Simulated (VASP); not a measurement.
Set up this calculation in VASP 6.6.1, as the native input.

- Task: single point
- Functional: PBE
- Potentials or basis: VASP PAW PBE potentials, release 64 (Lu, Nb_sv, F)
- Cutoff: 520 eV
- k mesh: 4 × 4 × 4
- Occupations: gaussian, width 0.1 eV
- Spin: no spin polarisation
- Dipole correction: no
- Further INCAR settings: ALGO = Normal; EDIFF = 1e-06; NBANDS = 56

The structure of Lu3NbF lies in POSCAR:

```
Lu3NbF
1.0
    4.5612745700      0.0000000000      0.0000000000
    0.0000000000      4.5612745700      0.0000000000
    0.0000000000      0.0000000000      4.5612745700
Lu Nb F
3 1 1
Direct
    0.5000000000      0.0000000000      0.0000000000
    0.0000000000      0.5000000000      0.0000000000
    0.0000000000      0.0000000000      0.5000000000
    0.5000000000      0.5000000000      0.5000000000
    0.0000000000      0.0000000000      0.0000000000
```

The input as run:

INCAR

```
SYSTEM = Lu3NbF
ALGO     = Normal         ! electronic algorithm
EDIFF    = 1E-6           ! SCF threshold, eV
ENCUT    = 520            ! plane-wave cutoff, eV
GGA      = PE             ! functional
ISIF     = 2              ! what is computed and relaxed
ISMEAR   = 0              ! smearing method
LASPH    = .TRUE.         ! aspherical terms in the spheres
LCHARG   = .TRUE.         ! write CHGCAR
LELF     = .TRUE.         ! ELF
LREAL    = .FALSE.        ! projectors in reciprocal space
LVHAR    = .TRUE.       
LWAVE    = .FALSE.        ! write WAVECAR
NBANDS   = 56             ! bands
NELM     = 100            ! most SCF steps
PREC     = Accurate       ! precision mode
SIGMA    = 0.1            ! smearing width, eV
```

KPOINTS

```
k-points
0
G
  4 4 4
  0 0 0
```

Potentials or basis: VASP PAW PBE potentials, release 64 (Lu, Nb_sv, F).

Run with:

```sh
$ cat potpaw_PBE.64/Lu/POTCAR potpaw_PBE.64/Nb_sv/POTCAR potpaw_PBE.64/F/POTCAR > POTCAR
$ mpirun -np 1 vasp_std > vasp.out
```

It gave:

* Pressure: 11.1 GPa

Caveat: an odd number of electrons without spin polarisation forces a metal; a magnetic or distorted state may lie lower.

Wall time 57 s on 1 thread of Intel(R) Xeon(R) Platinum 8375C CPU @ 2.90GHz (Ice Lake), on a shared host, peak memory 0.23 GiB.
